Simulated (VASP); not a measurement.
# Ge in VASP: further runs, part 2 of 2

VASP 6.6.1. The steps go on from the part before.

**3. Single point, PBEsol, non-collinear spin, zero start, spin-orbit coupling**

Contents of INCAR:

```
ALGO = Normal
EDIFF = 1E-6
ENCUT = 520
GGA = PS
GGA_COMPAT = False
ISIF = 2
ISMEAR = -1
LASPH = True
LCHARG = False
LNONCOLLINEAR = True
LORBIT = 11
LORBMOM = True
LREAL = False
LSORBIT = True
LWAVE = False
MAGMOM = 0 0 0 0 0 0 0 0 0 0 0 0
NBANDS = 70
NELM = 150
PREC = Accurate
SIGMA = 0.05
```

Contents of KPOINTS:

```
k-points
0
Gamma
  6 6 2
```

Contents of POSCAR:

```
Ge
1.0
    4.0504045371      0.0000000000      0.0000000000
   -2.0252022685      3.5077532247      0.0000000000
    0.0000000000      0.0000000000     10.9933590000
Ge
4
Direct
    0.6666666667      0.3333333333      0.4148480000
    0.3333333333      0.6666666667      0.9148480000
    0.0000000000      0.0000000000      0.4774520000
    0.0000000000      0.0000000000      0.9774520000
```

Potentials or basis: VASP PAW PBE potentials, release 64 (Ge_d).

Run with:

```
cat potpaw_PBE.64/Ge_d/POTCAR > POTCAR
mpirun -np 1 vasp_ncl > vasp.out
```

OUTCAR:

```text
EDIFF = 1E-6
   ENCUT = 520
   GGA = PS
   ISIF = 2
   ISMEAR = -1
   LASPH = True
   LNONCOLLINEAR = True
   LORBIT = 11
   LREAL = False
   LSORBIT = True
   NELM = 150
   PREC = Accurate

 ion  position               nearest neighbor table
   1  0.667  0.333  0.415-   3 2.44   3 2.44   3 2.44
   2  0.333  0.667  0.915-   4 2.44   4 2.44   4 2.44
   3  0.000  0.000  0.477-   1 2.44   1 2.44   1 2.44
   4  0.000  0.000  0.977-   2 2.44   2 2.44   2 2.44

  LATTYP: Found a hexagonal cell.
 ALAT       =     4.0504045371
 C/A-ratio  =     2.7141385260

  Lattice vectors:

 A1 = (   4.0504045371,   0.0000000000,   0.0000000000)
 A2 = (  -2.0252022685,   3.5077532247,   0.0000000000)
 A3 = (   0.0000000000,   0.0000000000,  10.9933590000)

Analysis of symmetry for initial positions (statically):
=====================================================================
 Subroutine PRICEL returns:
 Original cell was already a primitive cell.

 Routine SETGRP: Setting up the symmetry group for a
 hexagonal supercell.

 Subroutine GETGRP returns: Found 12 space group operations
 (whereof  6 operations were pure point group operations)
 out of a pool of 24 trial point group operations.

The static configuration has the point symmetry C_3v.
 The point group associated with its full space group is C_6v.

Analysis of symmetry for dynamics (positions and initial velocities):
=====================================================================
 Subroutine PRICEL returns:
 Original cell was already a primitive cell.

 Routine SETGRP: Setting up the symmetry group for a
 hexagonal supercell.

 Subroutine GETGRP returns: Found 12 space group operations
 (whereof  6 operations were pure point group operations)
 out of a pool of 24 trial point group operations.

The dynamic configuration has the point symmetry C_3v.
 The point group associated with its full space group is C_6v.

Analysis of structural, dynamic, and magnetic symmetry:
=====================================================================
 Subroutine PRICEL returns:
 Original cell was already a primitive cell.

 Routine SETGRP: Setting up the symmetry group for a
 hexagonal supercell.

 Subroutine GETGRP returns: Found 12 space group operations
 (whereof  6 operations were pure point group operations)
 out of a pool of 24 trial point group operations.

The overall configuration has the point symmetry C_3v.
 The point group associated with its full space group is C_6v.

 Subroutine INISYM returns: Found 12 space group operations
 (whereof  6 operations are pure point group operations),
 and found     1 'primitive' translations

----------------------------------------------------------------------------------------

                                     Primitive cell

  volume of cell :     156.1917

  direct lattice vectors                    reciprocal lattice vectors
     4.050404537  0.000000000  0.000000000     0.246888920  0.142541384  0.000000000
[... 1136 lines left out ...]
  -------------------------------------------------------------------------------------
  Total       -2.0396611     -2.0396611     -0.6575562     -0.0000000      0.0000000      0.0000000
  in kB      -20.9223640    -20.9223640     -6.7450567     -0.0000000      0.0000000      0.0000000
  external PRESSURE =     -16.1965949 kB  Pullay stress =       0.0000000 kB

 VOLUME and BASIS-vectors are now :
 -----------------------------------------------------------------------------
  energy-cutoff  :      520.00
  volume of cell :      156.19
      direct lattice vectors                 reciprocal lattice vectors
     4.050404537  0.000000000  0.000000000     0.246888920  0.142541384  0.000000000
    -2.025202269  3.507753225  0.000000000     0.000000000  0.285082768  0.000000000
     0.000000000  0.000000000 10.993359000     0.000000000  0.000000000  0.090964008

 POSITION                                       TOTAL-FORCE (eV/Angst)
 -----------------------------------------------------------------------------------
      2.02520      1.16925      4.56057         0.000000     -0.000000      0.161745
     -0.00000      2.33850     10.05725        -0.000000      0.000000      0.161745
      0.00000      0.00000      5.24880        -0.000000     -0.000000     -0.161745
      0.00000      0.00000     10.74548        -0.000000      0.000000     -0.161745
 -----------------------------------------------------------------------------------
    total drift:                               -0.000000     -0.000000      0.000132

  FREE ENERGIE OF THE ION-ELECTRON SYSTEM (eV)
  ---------------------------------------------------
  free  energy   TOTEN  =       -17.4524797544 eV

  energy  without entropy=      -17.4406206071  energy(sigma->0) =      -17.44655018

 orbital moment (x)

 # of ion     p       d       tot
 ----------------------------------------
  1        -0.000  -0.000  -0.000
  2        -0.000  -0.000  -0.000
  3         0.000  -0.000   0.000
  4        -0.000   0.000  -0.000
 ----------------------------------------
           -0.000  -0.000  -0.000

 orbital moment (y)

 # of ion     p       d       tot
 ----------------------------------------
  1         0.000   0.000   0.000
  2        -0.000   0.000  -0.000
  3        -0.000   0.000  -0.000
  4         0.000   0.000   0.000
 ----------------------------------------
            0.000   0.000   0.000

 orbital moment (z)

 # of ion     p       d       tot
 ----------------------------------------
  1         0.000   0.000   0.000
  2         0.000   0.000   0.000
  3         0.000  -0.000  -0.000
  4        -0.000   0.000  -0.000
 ----------------------------------------
           -0.000   0.000  -0.000

 Spin-Orbit-Coupling matrix elements

 Ion:    1  E_soc:     -0.0193900
 l=   1
     0.0000000    -0.0023483    -0.0021572
    -0.0023483     0.0000000    -0.0023483
    -0.0021572    -0.0023483     0.0000000
 l=   2
     0.0000000    -0.0001897     0.0000000    -0.0001897    -0.0007624
    -0.0001897     0.0000000    -0.0005657    -0.0001885    -0.0001897
     0.0000000    -0.0005657     0.0000000    -0.0005657     0.0000000
    -0.0001897    -0.0001885    -0.0005657     0.0000000    -0.0001897
    -0.0007624    -0.0001897     0.0000000    -0.0001897     0.0000000
 l=   3
     0.0000000     0.0000000     0.0000000     0.0000000     0.0000000     0.0000000     0.0000000
     0.0000000     0.0000000     0.0000000     0.0000000     0.0000000     0.0000000     0.0000000
     0.0000000     0.0000000     0.0000000     0.0000000     0.0000000     0.0000000     0.0000000
     0.0000000     0.0000000     0.0000000     0.0000000     0.0000000     0.0000000     0.0000000
[... 49 lines left out ...]
 l=   2
     0.0000000    -0.0001897     0.0000000    -0.0001897    -0.0007624
    -0.0001897     0.0000000    -0.0005656    -0.0001889    -0.0001897
     0.0000000    -0.0005656     0.0000000    -0.0005656     0.0000000
    -0.0001897    -0.0001889    -0.0005656     0.0000000    -0.0001897
    -0.0007624    -0.0001897     0.0000000    -0.0001897     0.0000000
 l=   3
     0.0000000     0.0000000     0.0000000     0.0000000     0.0000000     0.0000000     0.0000000
     0.0000000     0.0000000     0.0000000     0.0000000     0.0000000     0.0000000     0.0000000
     0.0000000     0.0000000     0.0000000     0.0000000     0.0000000     0.0000000     0.0000000
     0.0000000     0.0000000     0.0000000     0.0000000     0.0000000     0.0000000     0.0000000
     0.0000000     0.0000000     0.0000000     0.0000000     0.0000000     0.0000000     0.0000000
     0.0000000     0.0000000     0.0000000     0.0000000     0.0000000     0.0000000     0.0000000
     0.0000000     0.0000000     0.0000000     0.0000000     0.0000000     0.0000000     0.0000000

 total charge

# of ion       s       p       d       tot
------------------------------------------
    1        1.179   1.128  10.005  12.311
    2        1.179   1.128  10.005  12.311
    3        1.179   1.127  10.005  12.311
    4        1.179   1.127  10.005  12.311
--------------------------------------------------
tot          4.716   4.511  40.018  49.245

 magnetization (x)

# of ion       s       p       d       tot
------------------------------------------
    1        0.000  -0.000   0.000  -0.000
    2        0.000   0.000  -0.000   0.000
    3        0.000  -0.000   0.000  -0.000
    4        0.000   0.000   0.000   0.000
--------------------------------------------------
tot          0.000  -0.000   0.000  -0.000

 magnetization (y)

# of ion       s       p       d       tot
------------------------------------------
    1        0.000   0.000   0.000   0.000
    2       -0.000   0.000  -0.000  -0.000
    3        0.000   0.000   0.000   0.000
    4        0.000   0.000   0.000   0.000
--------------------------------------------------
tot          0.000   0.000  -0.000   0.000

 magnetization (z)

# of ion       s       p       d       tot
------------------------------------------
    1        0.000   0.000  -0.000   0.000
    2        0.000   0.000  -0.000   0.000
    3        0.000   0.000  -0.000   0.000
    4        0.000   0.000  -0.000  -0.000
--------------------------------------------------
tot          0.000   0.000  -0.000   0.000
```

Wall time 7.4 min (1 thread of Intel Xeon Platinum 8259CL at 2.50GHz (Skylake/Cascade Lake), shared host); peak memory 0.64 GiB.

What came out:

* Free energy: -17.4525 eV
* Pressure: -1.6 GPa
* Largest force: 0.162 eV/Å
* Net moment: 0.00 μB per cell
* Valence electrons inside the program's atomic spheres: Ge 12.31

Forces on the atoms (eV/Å):
```
Ge   0.000  0.000  0.162
Ge   0.000  0.000  0.162
Ge   0.000  0.000 -0.162
Ge   0.000  0.000 -0.162
```

Stress tensor (GPa, compression positive):
```
-2.09  0.00  0.00
 0.00 -2.09  0.00
 0.00  0.00 -0.67
```

Moments on the atoms (μB; x, y, z):
```
Ge  0.00 0.00 0.00
Ge  0.00 0.00 0.00
Ge  0.00 0.00 0.00
Ge  0.00 0.00 0.00
```

Caveat: the PAW data sets were made with another functional, which shifts forces and pressure a little.

**4. Single point, PBE (atoms moved at random)**

Contents of INCAR:

```
SYSTEM = Ge
ALGO     = Normal         ! electronic algorithm
EDIFF    = 1E-6           ! SCF threshold, eV
ENCUT    = 520            ! plane-wave cutoff, eV
GGA      = PE             ! functional
ISIF     = 2              ! what is computed and relaxed
ISMEAR   = -1             ! smearing method
LASPH    = .TRUE.         ! aspherical terms in the spheres
LCHARG   = .FALSE.        ! write CHGCAR
LREAL    = .FALSE.        ! projectors in reciprocal space
LWAVE    = .FALSE.        ! write WAVECAR
NBANDS   = 36             ! bands
NELM     = 100            ! most SCF steps
PREC     = Accurate       ! precision mode
SIGMA    = 0.05           ! smearing width, eV
```

Contents of KPOINTS:

```
k-points
0
G
  8 8 3
  0 0 0
```

Contents of POSCAR:

```
Ge
1.0
    4.0504045371      0.0000000000      0.0000000000
   -2.0252022685      3.5077532247      0.0000000000
    0.0000000000      0.0000000000     10.9933590000
Ge
4
Direct
    0.6643410000      0.3385980000      0.4121060000
    0.3338980000      0.6642800000      0.9108540000
    0.0066840000      0.0065830000      0.4808650000
   -0.0066050000     -0.0188030000      0.9795510000
```

Potentials or basis: VASP PAW PBE potentials, release 64 (Ge_d).

Run with:

```
cat potpaw_PBE.64/Ge_d/POTCAR > POTCAR
mpirun -np 1 vasp_std > vasp.out
```

OUTCAR:

```text
SYSTEM = Ge
   EDIFF = 1E-6
   ENCUT = 520
   GGA = PE
   ISIF = 2
   ISMEAR = -1
   LASPH = .TRUE.
   LREAL = .FALSE.
   NELM = 100
   PREC = Accurate

 ion  position               nearest neighbor table
   1  0.664  0.339  0.412-   3 2.43   3 2.46   3 2.48
   2  0.334  0.664  0.911-   4 2.43   4 2.43   4 2.51
   3  0.007  0.007  0.481-   1 2.43   1 2.46   1 2.48
   4  0.993  0.981  0.980-   2 2.43   2 2.43   2 2.51

  LATTYP: Found a hexagonal cell.
 ALAT       =     4.0504045371
 C/A-ratio  =     2.7141385260
[... 1132 lines left out ...]
  Direction    XX          YY          ZZ          XY          YZ          ZX
  --------------------------------------------------------------------------------------
  -------------------------------------------------------------------------------------
  Total       -0.1745963     -0.9417506     -0.7053617      0.1842001      0.3677375     -0.2960533
  in kB       -1.7909674     -9.6602558     -7.2354343      1.8894816      3.7721644     -3.0368449
  external PRESSURE =      -6.2288858 kB  Pullay stress =       0.0000000 kB

 VOLUME and BASIS-vectors are now :
 -----------------------------------------------------------------------------
  energy-cutoff  :      520.00
  volume of cell :      156.19
      direct lattice vectors                 reciprocal lattice vectors
     4.050404537  0.000000000  0.000000000     0.246888920  0.142541384  0.000000000
    -2.025202269  3.507753225  0.000000000     0.000000000  0.285082768  0.000000000
     0.000000000  0.000000000 10.993359000     0.000000000  0.000000000  0.090964008

 POSITION                                       TOTAL-FORCE (eV/Angst)
 -----------------------------------------------------------------------------------
      2.00512      1.18772      4.53043         0.343077      0.057164      0.290419
      0.00712      2.33013     10.01335         0.048677     -0.544197      0.272373
      0.01374      0.02309      5.28632        -0.343766     -0.056715     -0.289754
      2.03653      3.44180     10.76856        -0.047988      0.543748     -0.273038
 -----------------------------------------------------------------------------------
    total drift:                                0.000417     -0.000196      0.000120

  FREE ENERGIE OF THE ION-ELECTRON SYSTEM (eV)
  ---------------------------------------------------
  free  energy   TOTEN  =       -16.1355422702 eV

  energy  without entropy=      -16.1343100717  energy(sigma->0) =      -16.13492617
```

OSZICAR:

```text
N       E                     dE             d eps       ncg     rms          rms(c)
DAV:   1     0.511848913734E+03    0.51185E+03   -0.28265E+04  8108   0.352E+03
DAV:   2     0.734884455733E+02   -0.43836E+03   -0.42813E+03  7056   0.805E+02
DAV:   3    -0.113010828711E+02   -0.84790E+02   -0.83801E+02  8100   0.205E+02
DAV:   4    -0.162849429938E+02   -0.49839E+01   -0.49736E+01  8116   0.573E+01
DAV:   5    -0.164321131428E+02   -0.14717E+00   -0.14714E+00  8072   0.111E+01    0.395E+00
DAV:   6    -0.162358926714E+02    0.19622E+00   -0.15480E-01  8416   0.402E+00    0.232E+00
DAV:   7    -0.161225094036E+02    0.11338E+00   -0.34427E-01 10832   0.424E+00    0.255E-01
DAV:   8    -0.161332724210E+02   -0.10763E-01   -0.67596E-02  7588   0.281E+00    0.190E-01
DAV:   9    -0.161347406561E+02   -0.14682E-02   -0.27814E-03  8360   0.840E-01    0.102E-01
DAV:  10    -0.161354086904E+02   -0.66803E-03   -0.11017E-03  7340   0.144E+00    0.280E-02
DAV:  11    -0.161354889836E+02   -0.80293E-04   -0.26767E-04 11416   0.642E-01    0.158E-02
DAV:  12    -0.161355297301E+02   -0.40747E-04   -0.10410E-04  9932   0.222E-01    0.529E-03
DAV:  13    -0.161355400084E+02   -0.10278E-04   -0.54674E-05  8400   0.195E-01    0.373E-03
DAV:  14    -0.161355414439E+02   -0.14355E-05   -0.10485E-05  7964   0.147E-01    0.153E-03
DAV:  15    -0.161355422702E+02   -0.82638E-06   -0.69324E-06  7968   0.203E-02
   1 F= -.16135542E+02 E0= -.16134926E+02  d E =-.123220E-02
```

stdout:

```text
POSCAR found type information on POSCAR Ge
 POSCAR found :  1 types and       4 ions
 scaLAPACK will be used
 LDA part: xc-table for (Slater+PW92), standard interpolation
 POSCAR, INCAR and KPOINTS ok, starting setup
 FFT: planning ... GRIDC
 FFT: planning ... GRID_SOFT
 FFT: planning ... GRID
 WAVECAR not read
 entering main loop
```

Run time: 4 min. Hardware: 1 thread of Intel Xeon 6975P-C (Granite Rapids), shared host; peak memory 0.52 GiB.

What came out:

```yaml
Free_energy: -16.1355 eV
Pressure: -0.6 GPa
Largest_force: 0.610 eV/Å
Band_gap_on_the_k_mesh: 0.34 eV (least direct gap 0.58 eV)
```

Forces in eV/Å, atoms in the order of the input:
```
Ge   0.343  0.057  0.290
Ge   0.049 -0.544  0.272
Ge  -0.344 -0.057 -0.290
Ge  -0.048  0.544 -0.273
```

Caveat: the cell differs from its parent crystal (atoms moved at random); semilocal functionals underestimate gaps, and a narrow one can read as zero. A k mesh can miss the band edges.

**5. Overview**

| level | spin | cell | k mesh | gap on the mesh (eV) | pressure (GPa) | largest force (eV/Å) |
| --- | --- | --- | --- | --- | --- | --- |
| PBEsol | off | as given, atomic positions A | 6 × 6 × 2 | none | -1.6 | 0.16 |
| PBEsol | non-collinear, zero start, SOC | as given, atomic positions A | 6 × 6 × 2 | - | -1.6 | 0.16 |
| PBE | off | as given, atomic positions B | 8 × 8 × 3 | 0.34 | -0.6 | 0.61 |

Alike in all rows: task single point; potentials or basis VASP PAW PBE potentials, release 64 (Ge_d); cutoff (eV) 520; smearing fermi-dirac 0.05 eV.

Caveats: semilocal functionals underestimate gaps, and a narrow one can read as zero (at least some runs); the PAW data sets were made with another functional, which shifts forces and pressure a little (at least some runs).

Total energies depend on the potentials used, so only differences within one code and one set of settings carry meaning.
